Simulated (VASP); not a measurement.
# CdS (NiAs type) (P6_3/mmc) in VASP: relaxation of cell and atoms with PBE

Aim: the relaxation of cell and atoms of CdS (NiAs type) with PBE.

All numbers are computed with VASP 6.6.1; they aren't measurements. Logs are shortened: lines on timing, memory, paths and dates and some standing lists are left out, and cuts for length are marked.

## 1. The cell of the first run

The structure is hexagonal, space group P6_3/mmc (No. 194). The conventional cell has a = 3.760 Å, b = 3.760 Å, c = 5.828 Å, α = 90.00°, β = 90.00°, γ = 120.00°. Within 3.4 Å of Cd (site symmetry -3m) lie 6 S at 2.61 Å and 2 Cd at 2.91 Å. S (site symmetry -6m2) has 6 Cd at 2.61 Å within 3.4 Å.

## 2. Relaxation of cell and atoms, PBE, target pressure 15 GPa, at which the enthalpy is minimised

Input file INCAR:

```
PREC = Accurate
ENCUT = 600
EDIFF = 1E-6
ISMEAR = -1
SIGMA = 0.1
LREAL = False
LASPH = True
NELM = 60
ALGO = Normal
ISIF = 3
LWAVE = False
LCHARG = False
GGA = PE
IBRION = 2
NSW = 60
EDIFFG = -0.005
PSTRESS = 150.0
```

Input file KPOINTS:

```
Automatic mesh
0
Gamma
  10 10 6
```

Input file POSCAR:

```
CdS
1.0
    3.7597296079      0.0000000000      0.0000000000
   -1.8798648039      3.2560213518      0.0000000000
    0.0000000000      0.0000000000      5.8275808922
Cd S
2 2
Direct
    0.0000000000      0.0000000000      0.0000000000
    0.0000000000      0.0000000000      0.5000000000
    0.3333333333      0.6666666667      0.2500000000
    0.6666666667      0.3333333333      0.7500000000
```

Potentials or basis: VASP PAW PBE potentials, release 64 (Cd, S).

The run is started by

```sh
> cat potpaw_PBE.64/Cd/POTCAR potpaw_PBE.64/S/POTCAR > POTCAR
> mpirun -np 1 vasp_std > vasp.out
```

OUTCAR:

```text
PREC = Accurate
   ENCUT = 600
   EDIFF = 1E-6
   ISMEAR = -1
   LREAL = False
   LASPH = True
   NELM = 60
   ISIF = 3
   GGA = PE
   IBRION = 2
   NSW = 60
   EDIFFG = -0.005
   PSTRESS = 150.0

 ion  position               nearest neighbor table
   1  0.000  0.000  0.000-   3 2.61   4 2.61   3 2.61   4 2.61   4 2.61   3 2.61   2 2.91   2 2.91

   2  0.000  0.000  0.500-   3 2.61   4 2.61   3 2.61   4 2.61   4 2.61   3 2.61   1 2.91   1 2.91

   3  0.333  0.667  0.250-   1 2.61   2 2.61   1 2.61   2 2.61   1 2.61   2 2.61
   4  0.667  0.333  0.750-   1 2.61   2 2.61   1 2.61   2 2.61   1 2.61   2 2.61

  LATTYP: Found a hexagonal cell.
 ALAT       =     3.7597296079
 C/A-ratio  =     1.5500000000

  Lattice vectors:

 A1 = (   3.7597296079,   0.0000000000,   0.0000000000)
 A2 = (  -1.8798648039,   3.2560213518,   0.0000000000)
 A3 = (   0.0000000000,   0.0000000000,   5.8275808922)

Analysis of symmetry for initial positions (statically):
=====================================================================
 Subroutine PRICEL returns:
 Original cell was already a primitive cell.

 Routine SETGRP: Setting up the symmetry group for a
 hexagonal supercell.

 Subroutine GETGRP returns: Found 24 space group operations
 (whereof 12 operations were pure point group operations)
 out of a pool of 24 trial point group operations.

The static configuration has the point symmetry D_3d.
 The point group associated with its full space group is D_6h.

Analysis of symmetry for dynamics (positions and initial velocities):
=====================================================================
 Subroutine PRICEL returns:
 Original cell was already a primitive cell.

 Routine SETGRP: Setting up the symmetry group for a
 hexagonal supercell.

 Subroutine GETGRP returns: Found 24 space group operations
 (whereof 12 operations were pure point group operations)
 out of a pool of 24 trial point group operations.

The dynamic configuration has the point symmetry D_3d.
 The point group associated with its full space group is D_6h.

 Subroutine INISYM returns: Found 24 space group operations
 (whereof 12 operations are pure point group operations),
 and found     1 'primitive' translations

----------------------------------------------------------------------------------------

                                     Primitive cell

  volume of cell :      71.3398

  direct lattice vectors                    reciprocal lattice vectors
     3.759729608  0.000000000  0.000000000     0.265976574  0.153561647  0.000000000
    -1.879864804  3.256021352  0.000000000     0.000000000  0.307123293  0.000000000
     0.000000000  0.000000000  5.827580892     0.000000000  0.000000000  0.171597790

  length of vectors
     3.759729608  3.759729608  5.827580892     0.307123293  0.307123293  0.171597790

  position of ions in fractional coordinates (direct lattice)
     0.000000000  0.000000000  0.000000000
     0.000000000  0.000000000  0.500000000
     0.333333333  0.666666667  0.250000000
     0.666666667  0.333333333  0.750000000

  ion indices of the primitive-cell ions
   primitive index   ion index
                 1           1
                 2           2
                 3           3
                 4           4

----------------------------------------------------------------------------------------

 KPOINTS: Automatic mesh

Automatic generation of k-mesh.
 Grid dimensions read from file:
 generate k-points for:   10   10    6

 Generating k-lattice:

  Cartesian coordinates                     Fractional coordinates (reciprocal lattice)
     0.026597657  0.015356165  0.000000000     0.100000000  0.000000000  0.000000000
     0.000000000  0.030712329  0.000000000     0.000000000  0.100000000  0.000000000
     0.000000000  0.000000000  0.028599632     0.000000000  0.000000000  0.166666667

  Length of vectors
     0.030712329  0.030712329  0.028599632

  Shift w.r.t. Gamma in fractional coordinates (k-lattice)
     0.000000000  0.000000000  0.000000000

 Subroutine IBZKPT returns following result:
 ===========================================

 Found     56 irreducible k-points:

 Following reciprocal coordinates:
            Coordinates               Weight
  0.000000  0.000000  0.000000      1.000000
  0.100000  0.000000  0.000000      6.000000
  0.200000  0.000000  0.000000      6.000000
  0.300000  0.000000  0.000000      6.000000
  0.400000  0.000000  0.000000      6.000000
  0.500000  0.000000  0.000000      3.000000
[... 16 lines left out ...]
  0.300000  0.100000  0.166667     24.000000
  0.400000  0.100000  0.166667     24.000000
 [... further k-points ...]
   k-points           NKPTS =     56   k-points in BZ     NKDIM =     56   number of bands    NBANDS=     22
   number of dos      NEDOS =    301   number of ions     NIONS =      4
   total plane-waves  NPLWV =  43200
   dimension x,y,z NGX =    30 NGY =   30 NGZ =   48
   dimension x,y,z NGXF=    60 NGYF=   60 NGZF=   96
   ions per type =               2   2
   NGX,Y,Z   is equivalent  to a cutoff of  13.27, 13.27, 13.69 a.u.
   NGXF,Y,Z  is equivalent  to a cutoff of  26.53, 26.53, 27.39 a.u.
 SYSTEM =  unknown system
   PREC   = accura    normal or accurate (medium, high low for compatibility)
   ISTART =      0    job   : 0-new  1-cont  2-samecut
   ICHARG =      2    charge: 1-file 2-atom 10-const
   ISPIN  =      1    spin polarized calculation?
   LNONCOLLINEAR =      F non collinear calculations
   LSORBIT =      F    spin-orbit coupling
   LASPH  =      T    aspherical Exc in radial PAW
   ENCUT  =  600.0 eV  44.10 Ry    6.64 a.u.   7.51  7.51 11.64*2*pi/ulx,y,z
   NELM   =     60;   NELMIN=  2; NELMDL= -5     # of ELM steps
   EDIFF  = 0.1E-05   stopping-criterion for ELM
   LREAL  =      F    real-space projection
   EDIFFG = -.5E-02   stopping-criterion for IOM
   NSW    =     60    number of steps for IOM
   IBRION =      2    ionic relax: 0-MD 1-quasi-New 2-CG
   NFREE  =      1    steps in history (QN), initial steepest desc. (CG)
   ISIF   =      3    stress and relaxation
   ISYM   =      2    0-nonsym 1-usesym 2-fastsym
   POTIM  = 0.5000    time-step for ionic-motion
   TEBEG  =    0.0;   TEEND  =   0.0 temperature during run
   PSTRESS=  150.0 pullay stress
   NELECT =      36.0000    total number of electrons
   NUPDOWN=      -1.0000    fix difference up-down
   EMIN   =  10.00;   EMAX   =-10.00  energy-range for DOS
   EFERMI =   0.00;   METHOD = LEGACY
   ISMEAR =    -1;   SIGMA  =   0.10  broadening in eV -4-tet -1-fermi 0-gaus
   EFERMI_NEDOS =   21; number of points for ismear=-14 and -15
   IALGO  =     38    algorithm
   IMIX   =      4    mixing-type and parameters
     AMIX     =   0.40;   BMIX     =  1.00
     AMIX_MAG =   1.60;   BMIX_MAG =  1.00
  volume/ion in A,a.u.               =      17.83       120.36
  Fermi-wavevector in a.u.,A,eV,Ry     =   1.303362  2.462996 23.112919  1.698752
  Thomas-Fermi vector in A             =   2.434369
   LORBIT       =      0    0 simple, 1 ext, 2 COOP (PROOUT), +10 PAW based schemes
   GGA     = PE    functional components
   LHFCALC =     F    Hartree Fock is set to
   AEXX    =    0.0000 exact exchange contribution
   IVDW    =     0    specifies the selected vdW correction
   LEPSILON=     F    determine dielectric tensor
   LRPA    =     F    only Hartree local field effects (RPA)
 conjugate gradient relaxation of ions
 non-spin polarized calculation
  energy-cutoff  :      600.00
  volume of cell :       71.34
 maximum number of plane-waves:      2410
   NGX = 15   NGY = 15   NGZ = 23

--------------------------------------- Ionic step        1  -------------------------------------------

 number of electron      35.9999994 magnetization

 Free energy of the ion-electron system (eV)
  ---------------------------------------------------
  ext. energy  EPLUGINS =         0.00000000
  ---------------------------------------------------
  free energy    TOTEN  =       -10.81554466 eV

  energy without entropy =      -10.81547524  energy(sigma->0) =      -10.81550995

------------------------ aborting loop because EDIFF is reached ----------------------------------------

  FORCE on cell =-STRESS in cart. coord.  units (eV):
  Direction    XX          YY          ZZ          XY          YZ          ZX
  --------------------------------------------------------------------------------------
  -------------------------------------------------------------------------------------
  Total        7.2977724      7.2977724     11.0195025      0.0000000      0.0000000      0.0000000
  in kB      163.8961413    163.8961413    247.4801688      0.0000000      0.0000000      0.0000000
  external PRESSURE =      41.7574838 kB  Pullay stress =     150.0000000 kB

 VOLUME and BASIS-vectors are now :
 -----------------------------------------------------------------------------
  energy-cutoff  :      600.00
  volume of cell :       71.34
      direct lattice vectors                 reciprocal lattice vectors
     3.759729608  0.000000000  0.000000000     0.265976574  0.153561647  0.000000000
    -1.879864804  3.256021352  0.000000000     0.000000000  0.307123293  0.000000000
     0.000000000  0.000000000  5.827580892     0.000000000  0.000000000  0.171597790
[... 250 lines left out ...]
  FREE ENERGIE OF THE ION-ELECTRON SYSTEM (eV)
  ---------------------------------------------------
  free  energy   TOTEN  =       -11.1154234366 eV

  energy  without entropy=      -11.1150232628  energy(sigma->0) =      -11.11522335

  enthalpy is  TOTEN    =        -4.2761537168 eV   P V=        6.8392697198

--------------------------------------- Ionic step        8  -------------------------------------------

 number of electron      36.0000012 magnetization

 Free energy of the ion-electron system (eV)
  ---------------------------------------------------
  ext. energy  EPLUGINS =         0.00000000
  ---------------------------------------------------
  free energy    TOTEN  =       -11.10736556 eV

  energy without entropy =      -11.10697166  energy(sigma->0) =      -11.10716861

 E-fermi :   4.8125     XC(G=0): -10.9607

 val. band max:        4.2329310281   @ k =   0.0000   0.0000   0.0000
 cond. band min:       5.2413582004   @ k =   0.3000   0.3000   0.0000
 fundamental gap:      1.0084271723
 Fermi energy:         4.8124863983

 k-point     1 :       0.0000    0.0000    0.0000
  band No.  band energies     occupation
      1      -9.5778      2.00000
      2      -8.2181      2.00000
      3      -4.3255      2.00000
      4      -4.2971      2.00000
      5      -4.2971      2.00000
      6      -4.0924      2.00000
[... 14 lines left out ...]
     21      10.9517      0.00000
     22      10.9517      0.00000
[... 552 lines left out ...]
  band No.  band energies     occupation
      1      -8.4166      2.00000
      2      -8.1390      2.00000
      3      -4.4029      2.00000
      4      -4.2921      2.00000
      5      -4.1580      2.00000
      6      -4.1199      2.00000
[... 14 lines left out ...]
     21       8.8631      0.00000
     22      10.3196      0.00000

 [... further k-points ...]

------------------------ aborting loop because EDIFF is reached ----------------------------------------

  FORCE on cell =-STRESS in cart. coord.  units (eV):
  Direction    XX          YY          ZZ          XY          YZ          ZX
  --------------------------------------------------------------------------------------
  -------------------------------------------------------------------------------------
  Total        6.8388997      6.8388997      6.8405199      0.0000000      0.0000000      0.0000000
  in kB      150.1700346    150.1700346    150.2056113      0.0000000      0.0000000      0.0000000
  external PRESSURE =       0.1818935 kB  Pullay stress =     150.0000000 kB

 VOLUME and BASIS-vectors are now :
 -----------------------------------------------------------------------------
  energy-cutoff  :      600.00
  volume of cell :       72.96
      direct lattice vectors                 reciprocal lattice vectors
     3.669971697  0.000000000  0.000000000     0.272481665  0.157317363  0.000000000
    -1.834985849  3.178288721  0.000000000    -0.000000000  0.314634726 -0.000000000
    -0.000000000 -0.000000000  6.255434432    -0.000000000 -0.000000000  0.159860999

 POSITION                                       TOTAL-FORCE (eV/Angst)
 -----------------------------------------------------------------------------------
      0.00000      0.00000      0.00000         0.000000     -0.000000     -0.000000
     -0.00000      0.00000      3.12772         0.000000      0.000000     -0.000000
     -0.00000      2.11886      1.56386         0.000000     -0.000000      0.000000
      1.83499      1.05943      4.69158        -0.000000      0.000000     -0.000000
 -----------------------------------------------------------------------------------
    total drift:                               -0.000000      0.000000     -0.000000

  FREE ENERGIE OF THE ION-ELECTRON SYSTEM (eV)
  ---------------------------------------------------
  free  energy   TOTEN  =       -11.1073655606 eV

  energy  without entropy=      -11.1069716597  energy(sigma->0) =      -11.10716861

  enthalpy is  TOTEN    =        -4.2762093808 eV   P V=        6.8311561798

 reached required accuracy - stopping structural energy minimisation
```

Run time: 3.3 min. Hardware: 1 thread of Intel Xeon 6975P-C (Granite Rapids), shared host; peak memory 0.27 GiB.

Results:

| Quantity | Value |
| --- | --- |
| Free energy | -11.1074 eV |
| Relaxed volume | 18.24 Å³/atom |
| Relaxed cell | a = 3.670 Å, b = 3.670 Å, c = 6.255 Å, α = 90.00°, β = 90.00°, γ = 120.00° |
| Space group after relaxing (to 0.1 Å) | P6_3/mmc (No. 194) |
| Energy change on relaxing (the run minimises the enthalpy) | -73.0 meV/atom |
| Ionic steps | 8 |
| Pressure after relaxing | 15.0 GPa |
| Band gap on the k mesh | 1.01 eV (least direct gap 1.18 eV) |

The path:
```csv
step,energy change (eV),largest force (eV/Å),pressure (GPa),volume (Å³)
1,0.0000,0.0000,19.18,71.34
2,-0.5127,0.0000,10.00,76.20
3,-0.3756,0.0000,12.76,74.54
4,-0.3365,0.0000,14.20,73.54
5,-0.2915,0.0000,15.04,72.96
6,-0.2871,0.0000,15.13,72.91
7,-0.2999,0.0000,14.84,73.05
8,-0.2918,0.0000,15.02,72.96
```

Final structure:
```
CELL_PARAMETERS angstrom
3.66997 0.00000 0.00000
-1.83499 3.17829 0.00000
0.00000 0.00000 6.25543
ATOMIC_POSITIONS crystal
Cd 0.00000 0.00000 0.00000
Cd 0.00000 0.00000 0.50000
S 0.33333 0.66667 0.25000
S 0.66667 0.33333 0.75000
```

Levels at points of the mesh, in eV from the valence-band top:
```csv
k point,band 16,band 17,band 18,band 19,band 20,band 21
"(0.00, 0.00, 0.00)",-1.04,0.00,0.00,1.18,3.46,6.72
"(0.50, 0.00, 0.00)",-2.58,-1.78,-0.09,2.71,3.68,3.92
"(0.00, 0.00, 0.50)",-0.48,-0.48,-0.48,3.57,3.57,6.86
"(0.50, 0.00, 0.50)",-1.64,-1.48,-1.48,2.01,2.01,5.68
```

Caveat: the cell is relaxed towards a set pressure, so the run minimises the enthalpy, not the energy.
